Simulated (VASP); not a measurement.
# Sb (Pm) in VASP: single point with PBEsol

Aim: the single point of Sb with PBEsol.

Program: VASP 6.6.1. These are calculated values, not measurements. Logs are shortened: lines on timing, memory, paths and dates and some standing lists are left out, and cuts for length are marked.

## 1. The cell of the first run

It takes space group Pm (No. 6, monoclinic). Conventional cell: a = 4.715 Å, b = 4.670 Å, c = 6.793 Å, α = 90.00°, β = 102.69°, γ = 90.00°. Within 4.0 Å of Sb (site symmetry m) lie 7 Sb at 3.02 to 4.00 Å. Within 4.0 Å of Sb (site symmetry m) lie 7 Sb at 3.04 to 3.95 Å. Within 4.0 Å of Sb (site symmetry m) lie 7 Sb at 3.02 to 3.95 Å. Sb (site symmetry m) has 7 Sb at 3.04 to 4.00 Å within 4.0 Å.

## 2. Single point, PBEsol (strained and its atoms moved)

File INCAR:

```
  ALGO = Normal
  EDIFF = 1E-6
  ENCUT = 520
  GGA = PS
  ISIF = 2
  ISMEAR = 0
  LASPH = T
  LCHARG = F
  LREAL = F
  LWAVE = F
  NBANDS = 18
  NELM = 60
  PREC = Accurate
  SIGMA = 0.1
```

File KPOINTS:

```
k-points
0
Gamma
  10 10 8
```

File POSCAR:

```
Sb
1.0
    4.7145581790      0.0000000000     -0.0417001170
    0.0000000000      4.6702731960      0.0000000000
   -1.4336324642      0.0000000000      6.6403122046
Sb
4
Direct
    0.6669966886      0.7500000000      0.3138452023
    0.0571734617      0.2500000000      0.2398596292
    0.9366325086      0.7500000000      0.7595326350
    0.3391973412      0.2500000000      0.6867625335
```

Potentials or basis: VASP PAW PBE potentials, release 64 (Sb).

Started as:

```bash
$ cat potpaw_PBE.64/Sb/POTCAR > POTCAR
$ mpirun -np 1 vasp_std > vasp.out
```

OUTCAR:

```text
EDIFF = 1E-6
   ENCUT = 520
   GGA = PS
   ISIF = 2
   ISMEAR = 0
   LASPH = T
   LREAL = F
   NELM = 60
   PREC = Accurate

 ion  position               nearest neighbor table
   1  0.667  0.750  0.314-   3 3.02   2 3.08   2 3.08   2 3.65   2 3.65
   2  0.057  0.250  0.240-   4 3.04   1 3.08   1 3.08   1 3.65   1 3.65
   3  0.937  0.750  0.760-   1 3.02   4 3.12   4 3.12   4 3.61   4 3.61
   4  0.339  0.250  0.687-   2 3.04   3 3.12   3 3.12   3 3.61   3 3.61

  LATTYP: Found a simple monoclinic cell.
 ALAT       =     4.7147425935
 B/A-ratio  =     0.9905680116
 C/A-ratio  =     1.4408653161
 COS(beta)  =    -0.2196731261

  Lattice vectors:

 A1 = (   4.7145581790,   0.0000000000,  -0.0417001170)
 A2 = (   0.0000000000,   4.6702731960,   0.0000000000)
 A3 = (  -1.4336324642,   0.0000000000,   6.6403122046)

Analysis of symmetry for initial positions (statically):
=====================================================================
 Subroutine PRICEL returns:
 Original cell was already a primitive cell.

 Routine SETGRP: Setting up the symmetry group for a
 simple monoclinic supercell.

 Subroutine GETGRP returns: Found  2 space group operations
 (whereof  1 operations were pure point group operations)
 out of a pool of  4 trial point group operations.

The static configuration has the point symmetry C_1 .
 The point group associated with its full space group is C_1h.

Analysis of symmetry for dynamics (positions and initial velocities):
=====================================================================
 Subroutine PRICEL returns:
 Original cell was already a primitive cell.

 Routine SETGRP: Setting up the symmetry group for a
 simple monoclinic supercell.

 Subroutine GETGRP returns: Found  2 space group operations
 (whereof  1 operations were pure point group operations)
 out of a pool of  4 trial point group operations.

The dynamic configuration has the point symmetry C_1 .
 The point group associated with its full space group is C_1h.

 Subroutine INISYM returns: Found  2 space group operations
 (whereof  1 operations are pure point group operations),
 and found     1 'primitive' translations

----------------------------------------------------------------------------------------

                                     Primitive cell

  volume of cell :     145.9290

  direct lattice vectors                    reciprocal lattice vectors
     4.714558179  0.000000000 -0.041700117     0.212514774  0.000000000  0.045881590
     0.000000000  4.670273196  0.000000000     0.000000000  0.214120236  0.000000000
    -1.433632464  0.000000000  6.640312205     0.001334559  0.000000000  0.150883458

  length of vectors
     4.714742593  4.670273196  6.793309077     0.217411245  0.214120236  0.150889360

  position of ions in fractional coordinates (direct lattice)
     0.666996689  0.750000000  0.313845202
     0.057173462  0.250000000  0.239859629
     0.936632509  0.750000000  0.759532635
     0.339197341  0.250000000  0.686762534

  ion indices of the primitive-cell ions
   primitive index   ion index
                 1           1
                 2           2
                 3           3
                 4           4

----------------------------------------------------------------------------------------

 KPOINTS: k-points

Automatic generation of k-mesh.
 Grid dimensions read from file:
 generate k-points for:   10   10    8

 Generating k-lattice:

  Cartesian coordinates                     Fractional coordinates (reciprocal lattice)
     0.021251477  0.000000000  0.004588159     0.100000000  0.000000000  0.000000000
     0.000000000  0.021412024  0.000000000     0.000000000  0.100000000  0.000000000
     0.000166820  0.000000000  0.018860432    -0.000000000  0.000000000  0.125000000

  Length of vectors
     0.021741125  0.021412024  0.018861170

  Shift w.r.t. Gamma in fractional coordinates (k-lattice)
     0.000000000  0.000000000  0.000000000

 Subroutine IBZKPT returns following result:
 ===========================================

 Found    252 irreducible k-points:

 Following reciprocal coordinates:
            Coordinates               Weight
  0.000000  0.000000  0.000000      1.000000
  0.100000  0.000000 -0.000000      2.000000
  0.200000  0.000000 -0.000000      2.000000
  0.300000  0.000000  0.000000      2.000000
  0.400000  0.000000  0.000000      2.000000
  0.500000  0.000000  0.000000      1.000000
[... 16 lines left out ...]
  0.400000  0.300000  0.000000      4.000000
  0.500000  0.300000  0.000000      2.000000
 [... further k-points ...]
   k-points           NKPTS =    252   k-points in BZ     NKDIM =    252   number of bands    NBANDS=     18
   number of dos      NEDOS =    301   number of ions     NIONS =      4
   total plane-waves  NPLWV =  69984
   dimension x,y,z NGX =    36 NGY =   36 NGZ =   54
   dimension x,y,z NGXF=    72 NGYF=   72 NGZF=  108
   ions per type =               4
   NGX,Y,Z   is equivalent  to a cutoff of  12.69, 12.81, 13.21 a.u.
   NGXF,Y,Z  is equivalent  to a cutoff of  25.39, 25.63, 26.43 a.u.
 SYSTEM =  unknown system
   PREC   = accura    normal or accurate (medium, high low for compatibility)
   ISTART =      0    job   : 0-new  1-cont  2-samecut
   ICHARG =      2    charge: 1-file 2-atom 10-const
   ISPIN  =      1    spin polarized calculation?
   LNONCOLLINEAR =      F non collinear calculations
   LSORBIT =      F    spin-orbit coupling
   LASPH  =      T    aspherical Exc in radial PAW
   ENCUT  =  520.0 eV  38.22 Ry    6.18 a.u.   8.77  8.68 12.63*2*pi/ulx,y,z
   NELM   =     60;   NELMIN=  2; NELMDL= -5     # of ELM steps
   EDIFF  = 0.1E-05   stopping-criterion for ELM
   LREAL  =      F    real-space projection
   EDIFFG = 0.1E-04   stopping-criterion for IOM
   NSW    =      0    number of steps for IOM
   IBRION =     -1    ionic relax: 0-MD 1-quasi-New 2-CG
   NFREE  =      0    steps in history (QN), initial steepest desc. (CG)
   ISIF   =      2    stress and relaxation
   ISYM   =      2    0-nonsym 1-usesym 2-fastsym
   POTIM  = 0.5000    time-step for ionic-motion
   TEBEG  =    0.0;   TEEND  =   0.0 temperature during run
   PSTRESS=    0.0 pullay stress
   NELECT =      20.0000    total number of electrons
   NUPDOWN=      -1.0000    fix difference up-down
   EMIN   =  10.00;   EMAX   =-10.00  energy-range for DOS
   EFERMI =   0.00;   METHOD = LEGACY
   ISMEAR =     0;   SIGMA  =   0.10  broadening in eV -4-tet -1-fermi 0-gaus
   EFERMI_NEDOS =   21; number of points for ismear=-14 and -15
   IALGO  =     38    algorithm
   IMIX   =      4    mixing-type and parameters
     AMIX     =   0.40;   BMIX     =  1.00
     AMIX_MAG =   1.60;   BMIX_MAG =  1.00
  volume/ion in A,a.u.               =      36.48       246.19
  Fermi-wavevector in a.u.,A,eV,Ry     =   0.844055  1.595033  9.693192  0.712429
  Thomas-Fermi vector in A             =   1.959022
   LORBIT       =      0    0 simple, 1 ext, 2 COOP (PROOUT), +10 PAW based schemes
   GGA     = PS    functional components
   LHFCALC =     F    Hartree Fock is set to
   AEXX    =    0.0000 exact exchange contribution
   IVDW    =     0    specifies the selected vdW correction
   LEPSILON=     F    determine dielectric tensor
   LRPA    =     F    only Hartree local field effects (RPA)
 non-spin polarized calculation
 Gauss-broadening in eV      SIGMA  =   0.10
  energy-cutoff  :      520.00
  volume of cell :      145.93
 maximum number of plane-waves:      3952
   NGX = 17   NGY = 17   NGZ = 25

 number of electron      19.9999999 magnetization

 Free energy of the ion-electron system (eV)
  ---------------------------------------------------
  ext. energy  EPLUGINS =         0.00000000
  ---------------------------------------------------
  free energy    TOTEN  =       -17.22042249 eV

  energy without entropy =      -17.21600902  energy(sigma->0) =      -17.21821575

 E-fermi :   4.7463     XC(G=0):  -8.8818

 val. band max:        4.7380902492   @ k =   0.3000   0.2000   0.3750
 cond. band min:       4.7489069257   @ k =   0.4000   0.0000   0.2500
 fundamental gap:      0.0108166766
 Fermi energy:         4.7463324293

 k-point     1 :       0.0000    0.0000    0.0000
  band No.  band energies     occupation
      1      -6.5328      2.00000
      2      -4.5408      2.00000
      3      -2.6313      2.00000
      4      -1.4947      2.00000
      5       0.9330      2.00000
      6       1.7983      2.00000
[... 10 lines left out ...]
     17       8.7128      0.00000
     18      10.2488      0.00000

 k-point     2 :       0.1000    0.0000   -0.0000
  band No.  band energies     occupation
      1      -6.4790      2.00000
      2      -4.5027      2.00000
      3      -2.7706      2.00000
      4      -1.5746      2.00000
      5       0.9178      2.00000
      6       1.8640      2.00000
[... 10 lines left out ...]
     17       8.7194      0.00000
     18      10.2534      0.00000

 k-point     3 :       0.2000    0.0000   -0.0000
  band No.  band energies     occupation
      1      -6.3219      2.00000
      2      -4.3954      2.00000
      3      -3.1340      2.00000
      4      -1.8067      2.00000
      5       0.9691      2.00000
      6       2.0563      2.00000
[... 10 lines left out ...]
     17       9.0625      0.00000
     18      10.3815      0.00000

 k-point     4 :       0.3000    0.0000    0.0000
  band No.  band energies     occupation
      1      -6.0783      2.00000
      2      -4.2558      2.00000
      3      -3.5836      2.00000
      4      -2.1362      2.00000
      5       1.1758      2.00000
      6       2.3565      2.00000
[... 375 lines left out ...]
      4      -2.4761      2.00000
      5       0.9480      2.00000
      6       1.5879      2.00000
[... 10 lines left out ...]
     17      10.7552      0.00000
     18      11.0324      0.00000

 k-point    23 :       0.4000    0.3000    0.0000
  band No.  band energies     occupation
      1      -5.3456      2.00000
      2      -4.1937      2.00000
      3      -3.6483      2.00000
      4      -2.6092      2.00000
      5       0.8028      2.00000
      6       1.7524      2.00000
[... 10 lines left out ...]
     17      10.8031      0.00000
     18      11.0026      0.00000

 k-point    24 :       0.5000    0.3000    0.0000
  band No.  band energies     occupation
      1      -5.2197      2.00000
      2      -4.3010      2.00000
      3      -3.5882      2.00000
      4      -2.6664      2.00000
      5       0.7925      2.00000
      6       1.5474      2.00000
[... 10 lines left out ...]
     17      10.7544      0.00000
     18      10.9591      0.00000

 [... further k-points ...]
[... 5 lines left out ...]
  --------------------------------------------------------------------------------------
  -------------------------------------------------------------------------------------
  Total       -5.4561636     -6.8273704     -5.3091573      0.0000000      0.0000000      0.0446999
  in kB      -59.9040666    -74.9587593    -58.2900619      0.0000000      0.0000000      0.4907673
  external PRESSURE =     -64.3842959 kB  Pullay stress =       0.0000000 kB

 VOLUME and BASIS-vectors are now :
 -----------------------------------------------------------------------------
  energy-cutoff  :      520.00
  volume of cell :      145.93
      direct lattice vectors                 reciprocal lattice vectors
     4.714558179  0.000000000 -0.041700117     0.212514774  0.000000000  0.045881590
     0.000000000  4.670273196  0.000000000     0.000000000  0.214120236  0.000000000
    -1.433632464  0.000000000  6.640312205     0.001334559  0.000000000  0.150883458

 POSITION                                       TOTAL-FORCE (eV/Angst)
 -----------------------------------------------------------------------------------
      2.69466      3.50270      2.05622         0.430359      0.000000      0.360621
     -0.07432      1.16757      1.59036        -0.249001      0.000000      0.610216
      3.32692      3.50270      5.00448         0.355290      0.000000     -0.595935
      0.61460      1.16757      4.54617        -0.536649      0.000000     -0.374902
 -----------------------------------------------------------------------------------
    total drift:                                0.000048      0.000000      0.000035

  FREE ENERGIE OF THE ION-ELECTRON SYSTEM (eV)
  ---------------------------------------------------
  free  energy   TOTEN  =       -17.2204224907 eV

  energy  without entropy=      -17.2160090176  energy(sigma->0) =      -17.21821575
```

Wall time 4.3 min (1 thread of Intel Xeon Platinum 8124M at 3.00GHz (Skylake/Cascade Lake), shared host); peak memory 0.61 GiB.

What came out:

```yaml
Free_energy: -17.2204 eV
Pressure: -6.4 GPa
Largest_force: 0.694 eV/Å
Band_gap_on_the_k_mesh: zero (bands 10 and 11 overlap by 0.17 eV)
```

Forces on the atoms (eV/Å):
```
Sb   0.430  0.000  0.361
Sb  -0.249  0.000  0.610
Sb   0.355  0.000 -0.596
Sb  -0.537  0.000 -0.375
```

Levels at points of the mesh, in eV from the Fermi level:
```tsv
k point	band 8	band 9	band 10	band 11	band 12	band 13
(0.00, 0.00, 0.00)	-1.64	-1.21	-0.14	1.99	2.50	2.70
(0.50, 0.00, 0.00)	-1.02	-0.72	-0.62	0.38	0.76	0.96
(0.00, 0.50, 0.00)	-1.18	-0.78	-0.77	0.41	0.44	1.38
(0.50, 0.50, 0.00)	-2.89	-1.85	-1.84	1.08	1.21	4.26
(0.00, 0.00, 0.50)	-1.81	-1.24	-1.16	0.59	1.94	2.06
(0.50, 0.00, 0.50)	-0.87	-0.86	-0.68	-0.04	0.67	1.02
(0.00, 0.50, 0.50)	-1.38	-0.55	-0.52	0.21	0.21	0.99
(0.50, 0.50, 0.50)	-3.12	-1.14	-1.08	1.92	1.99	3.53
```

Caveat: the cell differs from its parent crystal (strained and its atoms moved); the cell stands under tension; the PAW data sets were made with another functional, which shifts forces and pressure a little; spin-orbit coupling is left out, which moves the levels of the heavy elements.
